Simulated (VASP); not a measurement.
# CsSi3Ru (Pm-3m) in VASP: further runs

CsSi3Ru is run at these levels: PBE; tasks: single point, relaxation of cell and atoms.

Program: VASP 6.6.1. These are calculated values, not measurements. Logs are shortened: lines on timing, memory, paths and dates and some standing lists are left out, and cuts for length are marked.

### 1 The cell of the first run

Symmetry: Pm-3m, No. 221, cubic system. The conventional cell has a = 4.810 Å, b = 4.810 Å, c = 4.810 Å, α = 90.00°, β = 90.00°, γ = 90.00°. Within 4.5 Å of Cs (site symmetry m-3m) lie 12 Si at 3.40 Å and 8 Ru at 4.17 Å. Within 3.2 Å of Si (site symmetry 4/mmm) lie 2 Ru at 2.40 Å. Within 3.2 Å of Ru (site symmetry m-3m) lie 6 Si at 2.40 Å.

### 2 Single point, PBE

File INCAR:

```
SYSTEM = CsSi3Ru
  PREC = Accurate
  ENCUT = 500
  EDIFF = 1E-6
  ISMEAR = 0
  SIGMA = 0.1
  LREAL = .False.
  LASPH = .True.
  NELM = 120
  ALGO = Normal
  ISIF = 2
  LWAVE = .False.
  LCHARG = .False.
  GGA = PE
  NBANDS = 26
  GGA_COMPAT = .False.
```

File KPOINTS:

```
regular mesh
0
Gamma
  8 8 8
  0 0 0
```

File POSCAR:

```
CsSi3Ru
1.0
    4.8097739987      0.0000000000      0.0000000000
    0.0000000000      4.8097739987      0.0000000000
    0.0000000000      0.0000000000      4.8097739987
Cs Si Ru
1 3 1
Direct
    0.0000000000      0.0000000000      0.0000000000
    0.0000000000      0.5000000000      0.5000000000
    0.5000000000      0.0000000000      0.5000000000
    0.5000000000      0.5000000000      0.0000000000
    0.5000000000      0.5000000000      0.5000000000
```

Potentials or basis: VASP PAW PBE potentials, release 64 (Cs_sv, Si, Ru_pv).

Started as:

```
$ cat potpaw_PBE.64/Cs_sv/POTCAR potpaw_PBE.64/Si/POTCAR potpaw_PBE.64/Ru_pv/POTCAR > POTCAR
$ mpirun -np 1 vasp_std > vasp.out
```

OUTCAR:

```text
SYSTEM = CsSi3Ru
   PREC = Accurate
   ENCUT = 500
   EDIFF = 1E-6
   ISMEAR = 0
   LREAL = .False.
   LASPH = .True.
   NELM = 120
   ISIF = 2
   GGA = PE

 ion  position               nearest neighbor table
   1  0.000  0.000  0.000-
   2  0.000  0.500  0.500-   5 2.40   5 2.40
   3  0.500  0.000  0.500-   5 2.40   5 2.40
   4  0.500  0.500  0.000-   5 2.40   5 2.40
   5  0.500  0.500  0.500-   2 2.40   3 2.40   4 2.40   4 2.40   3 2.40   2 2.40

  LATTYP: Found a simple cubic cell.
 ALAT       =     4.8097739987

  Lattice vectors:

 A1 = (   4.8097739987,   0.0000000000,   0.0000000000)
 A2 = (   0.0000000000,   4.8097739987,   0.0000000000)
 A3 = (   0.0000000000,   0.0000000000,   4.8097739987)

Analysis of symmetry for initial positions (statically):
=====================================================================
 Subroutine PRICEL returns:
 Original cell was already a primitive cell.

 Routine SETGRP: Setting up the symmetry group for a
 simple cubic supercell.

 Subroutine GETGRP returns: Found 48 space group operations
 (whereof 48 operations were pure point group operations)
 out of a pool of 48 trial point group operations.

The static configuration has the point symmetry O_h .

Analysis of symmetry for dynamics (positions and initial velocities):
=====================================================================
 Subroutine PRICEL returns:
 Original cell was already a primitive cell.

 Routine SETGRP: Setting up the symmetry group for a
 simple cubic supercell.

 Subroutine GETGRP returns: Found 48 space group operations
 (whereof 48 operations were pure point group operations)
 out of a pool of 48 trial point group operations.

The dynamic configuration has the point symmetry O_h .

 Subroutine INISYM returns: Found 48 space group operations
 (whereof 48 operations are pure point group operations),
 and found     1 'primitive' translations

----------------------------------------------------------------------------------------

                                     Primitive cell

  volume of cell :     111.2690

  direct lattice vectors                    reciprocal lattice vectors
     4.809773999  0.000000000  0.000000000     0.207909977  0.000000000  0.000000000
     0.000000000  4.809773999  0.000000000     0.000000000  0.207909977  0.000000000
     0.000000000  0.000000000  4.809773999     0.000000000  0.000000000  0.207909977

[... 85 lines left out ...]
   LSORBIT =      F    spin-orbit coupling
   LASPH  =      T    aspherical Exc in radial PAW
   ENCUT  =  500.0 eV  36.75 Ry    6.06 a.u.   8.77  8.77  8.77*2*pi/ulx,y,z
   NELM   =    120;   NELMIN=  2; NELMDL= -5     # of ELM steps
   EDIFF  = 0.1E-05   stopping-criterion for ELM
   LREAL  =      F    real-space projection
   EDIFFG = 0.1E-04   stopping-criterion for IOM
   NSW    =      0    number of steps for IOM
   IBRION =     -1    ionic relax: 0-MD 1-quasi-New 2-CG
   NFREE  =      0    steps in history (QN), initial steepest desc. (CG)
   ISIF   =      2    stress and relaxation
   ISYM   =      2    0-nonsym 1-usesym 2-fastsym
   POTIM  = 0.5000    time-step for ionic-motion
   TEBEG  =    0.0;   TEEND  =   0.0 temperature during run
   PSTRESS=    0.0 pullay stress
   NELECT =      35.0000    total number of electrons
   NUPDOWN=      -1.0000    fix difference up-down
   EMIN   =  10.00;   EMAX   =-10.00  energy-range for DOS
   EFERMI =   0.00;   METHOD = LEGACY
   ISMEAR =     0;   SIGMA  =   0.10  broadening in eV -4-tet -1-fermi 0-gaus
   EFERMI_NEDOS =   21; number of points for ismear=-14 and -15
   IALGO  =     38    algorithm
   IMIX   =      4    mixing-type and parameters
     AMIX     =   0.40;   BMIX     =  1.00
     AMIX_MAG =   1.60;   BMIX_MAG =  1.00
  volume/ion in A,a.u.               =      22.25       150.18
  Fermi-wavevector in a.u.,A,eV,Ry     =   1.113370  2.103964 16.865683  1.239593
  Thomas-Fermi vector in A             =   2.249954
   LORBIT       =      0    0 simple, 1 ext, 2 COOP (PROOUT), +10 PAW based schemes
   GGA     = PE    functional components
   LHFCALC =     F    Hartree Fock is set to
   AEXX    =    0.0000 exact exchange contribution
   IVDW    =     0    specifies the selected vdW correction
   LEPSILON=     F    determine dielectric tensor
   LRPA    =     F    only Hartree local field effects (RPA)
 non-spin polarized calculation
 Gauss-broadening in eV      SIGMA  =   0.10
  energy-cutoff  :      500.00
  volume of cell :      111.27
 maximum number of plane-waves:      2872
 NGX is ok and might be reduce to    36
   NGX = 17   NGY = 17   NGZ = 17

 number of electron      35.0000009 magnetization

 Free energy of the ion-electron system (eV)
  ---------------------------------------------------
  ext. energy  EPLUGINS =         0.00000000
  ---------------------------------------------------
  free energy    TOTEN  =       -24.18203969 eV

  energy without entropy =      -24.14681378  energy(sigma->0) =      -24.16442674

 E-fermi :   6.4537     XC(G=0): -10.1420

 val. band max:        6.4355827941   @ k =   0.5000   0.3750   0.0000
 cond. band min:       6.4550791947   @ k =   0.2500   0.2500   0.0000
 fundamental gap:      0.0194964006
 Fermi energy:         6.4537092773

 k-point     1 :       0.0000    0.0000    0.0000
  band No.  band energies     occupation
      1     -36.9051      2.00000
      2     -36.9051      2.00000
      3     -36.9051      2.00000
      4     -15.5731      2.00000
      5      -3.8224      2.00000
      6      -2.6969      2.00000
[... 685 lines left out ...]
     25      11.7085      0.00000
     26      12.5631      0.00000

 [... further k-points ...]
[... 5 lines left out ...]
  --------------------------------------------------------------------------------------
  -------------------------------------------------------------------------------------
  Total        0.0853896      0.0853896      0.0853896      0.0000000      0.0000000     -0.0000000
  in kB        1.2295368      1.2295368      1.2295368      0.0000000      0.0000000     -0.0000000
  external PRESSURE =       1.2295368 kB  Pullay stress =       0.0000000 kB

 VOLUME and BASIS-vectors are now :
 -----------------------------------------------------------------------------
  energy-cutoff  :      500.00
  volume of cell :      111.27
      direct lattice vectors                 reciprocal lattice vectors
     4.809773999  0.000000000  0.000000000     0.207909977  0.000000000  0.000000000
     0.000000000  4.809773999  0.000000000     0.000000000  0.207909977  0.000000000
     0.000000000  0.000000000  4.809773999     0.000000000  0.000000000  0.207909977

 POSITION                                       TOTAL-FORCE (eV/Angst)
 -----------------------------------------------------------------------------------
      0.00000      0.00000      0.00000         0.000000      0.000000      0.000000
      0.00000      2.40489      2.40489         0.000000      0.000000      0.000000
      2.40489      0.00000      2.40489         0.000000      0.000000      0.000000
      2.40489      2.40489      0.00000         0.000000      0.000000      0.000000
      2.40489      2.40489      2.40489         0.000000      0.000000      0.000000
 -----------------------------------------------------------------------------------
    total drift:                                0.000000      0.000000      0.000000

  FREE ENERGIE OF THE ION-ELECTRON SYSTEM (eV)
  ---------------------------------------------------
  free  energy   TOTEN  =       -24.1820396875 eV

  energy  without entropy=      -24.1468137847  energy(sigma->0) =      -24.16442674
```

stdout:

```text
POSCAR found type information on POSCAR CsSiRu
 POSCAR found :  3 types and       5 ions
 scaLAPACK will be used
 LDA part: xc-table for (Slater+PW92), standard interpolation
 POSCAR, INCAR and KPOINTS ok, starting setup
 FFT: planning ... GRIDC
 FFT: planning ... GRID_SOFT
 FFT: planning ... GRID
 WAVECAR not read
 entering main loop
```

Wall time 34 s (1 thread of Intel Xeon 6975P-C (Granite Rapids), shared host); peak memory 0.25 GiB.

What came out:

```yaml
Free_energy: -24.1820 eV
Pressure: 0.1 GPa
Band_gap_on_the_k_mesh: zero (an odd number of electrons rules out a gap without spin polarisation)
```

Levels at points of the mesh, in eV from the Fermi level:
| k point | band 16 | band 17 | band 18 | band 19 | band 20 | band 21 |
| --- | --- | --- | --- | --- | --- | --- |
| (0.00, 0.00, 0.00) | -2.60 | -0.76 | -0.76 | 0.43 | 0.43 | 0.43 |
| (0.50, 0.00, 0.00) | -2.89 | -1.62 | -0.37 | -0.22 | 1.45 | 1.45 |
| (0.50, 0.50, 0.00) | -1.50 | -0.29 | 0.16 | 0.16 | 0.76 | 0.76 |
| (0.50, 0.50, 0.50) | -3.88 | 0.77 | 0.77 | 0.77 | 3.03 | 3.03 |

Caveat: spin-orbit coupling is left out, which moves the levels of the heavy elements.

### 3 Relaxation of cell and atoms, PBE

This run uses another cell than the first one, of 22.09 Å³/atom.

File INCAR:

```
SYSTEM = CsSi3Ru
  PREC = Accurate
  ENCUT = 500
  EDIFF = 1E-7
  ISMEAR = 0
  SIGMA = 0.1
  LREAL = .FALSE.
  LASPH = .TRUE.
  NELM = 120
  ALGO = Normal
  ISIF = 3
  LWAVE = .FALSE.
  LCHARG = .FALSE.
  GGA = PE
  IBRION = 2
  NSW = 100
  EDIFFG = -0.01
  GGA_COMPAT = .FALSE.
  NELMIN = 4
```

File KPOINTS:

```
regular mesh
0
G
  8 8 8
  0 0 0
```

Edit POSCAR of step 2 so:

```diff
@@ -2,5 +2,5 @@
 1.0
-    4.8097739987      0.0000000000      0.0000000000
-    0.0000000000      4.8097739987      0.0000000000
-    0.0000000000      0.0000000000      4.8097739987
+    4.7976427027      0.0000000000      0.0000000000
+    0.0000000000      4.7976427027      0.0000000000
+    0.0000000000      0.0000000000      4.7976427027
 Cs Si Ru
```

Potentials or basis: VASP PAW PBE potentials, release 64 (Cs_sv, Si, Ru_pv).

Started as:

```
$ cat potpaw_PBE.64/Cs_sv/POTCAR potpaw_PBE.64/Si/POTCAR potpaw_PBE.64/Ru_pv/POTCAR > POTCAR
$ mpirun -np 1 vasp_std > vasp.out
```

It took 69 s on 1 thread of Intel Xeon 6975P-C (Granite Rapids), shared host; peak memory 0.25 GiB.

Results (log left out):

- Free energy: -24.1820 eV
- Relaxed volume: 22.29 Å³/atom
- Relaxed cell: a = 4.813 Å, b = 4.813 Å, c = 4.813 Å, α = 90.00°, β = 90.00°, γ = 90.00°
- Space group after relaxing (to 0.1 Å): Pm-3m (No. 221)
- Energy gained by relaxing: 0.4 meV/atom
- Ionic steps: 3
- Pressure after relaxing: 0.0 GPa
- Band gap on the k mesh: zero (an odd number of electrons rules out a gap without spin polarisation)

Step by step:
| step | energy change (eV) | largest force (eV/Å) | pressure (GPa) | volume (Å³) |
| --- | --- | --- | --- | --- |
| 1 | 0.0000 | 0.0000 | 0.66 | 110.43 |
| 2 | -0.0018 | 0.0000 | -0.25 | 111.88 |
| 3 | -0.0021 | 0.0000 | 0.01 | 111.47 |

Final structure:
```
CELL_PARAMETERS angstrom
4.81272 0.00000 0.00000
0.00000 4.81272 0.00000
0.00000 0.00000 4.81272
ATOMIC_POSITIONS crystal
Cs 0.00000 0.00000 0.00000
Si 0.00000 0.50000 0.50000
Si 0.50000 0.00000 0.50000
Si 0.50000 0.50000 0.00000
Ru 0.50000 0.50000 0.50000
```

Levels at points of the mesh, in eV from the Fermi level:
```csv
k point,band 15,band 16,band 17,band 18,band 19,band 20,band 21
"(0.00, 0.00, 0.00)",-2.60,-2.60,-0.76,-0.76,0.43,0.43,0.43
"(0.50, 0.00, 0.00)",-2.88,-2.88,-1.62,-0.37,-0.22,1.45,1.45
"(0.50, 0.50, 0.00)",-3.85,-1.49,-0.29,0.16,0.16,0.76,0.76
"(0.50, 0.50, 0.50)",-3.87,-3.87,0.77,0.77,0.77,3.02,3.02
```

Caveat: spin-orbit coupling is left out, which moves the levels of the heavy elements.
